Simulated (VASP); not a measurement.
Runs of VASP 6.6.1 on LiF. It takes space group Pm-3m (No. 221, cubic). Conventional cell: a = 2.516 Å, b = 2.516 Å, c = 2.516 Å, α = 90.00°, β = 90.00°, γ = 90.00°. Within 2.9 Å of Li (site symmetry m-3m) lie 8 F at 2.18 Å and 6 Li at 2.52 Å. F (site symmetry m-3m) has 8 Li at 2.18 Å and 6 F at 2.52 Å within 2.9 Å. 

| level | potentials or basis | k mesh | grid for exact exchange (PRECFOCK) | screening parameter | gap on the mesh (eV) |
| --- | --- | --- | --- | --- | --- |
| PBEsol | VASP PAW PBE potentials, release 64 (Li_sv, F) | 6 × 6 × 6 | - | - | (b) |
| PBE | VASP PAW PBE potentials, release 64 (Li_sv, F) | 8 × 8 × 8 | - | - | 7.95 |
| HSE06 | VASP PAW PBE potentials, release 64 (Li_sv, F) | 6 × 6 × 6 | Normal | 0.2079 1/Å | 10.17 |
| r2SCAN | VASP PAW PBE potentials, release 64 (Li_sv, F) | 8 × 8 × 8 | - | - | (a) |
| LDA | VASP PAW LDA potentials, release 64 (Li_sv, F) | 8 × 8 × 8 | - | - | 7.74 |

Alike in all rows: task single point; no spin polarisation; cell as given; cutoff (eV) 520; smearing gaussian 0.01 eV.

Q: Fill in the values left out.

A: (a) 9.12; (b) 7.81.

A k mesh can miss the band edges.
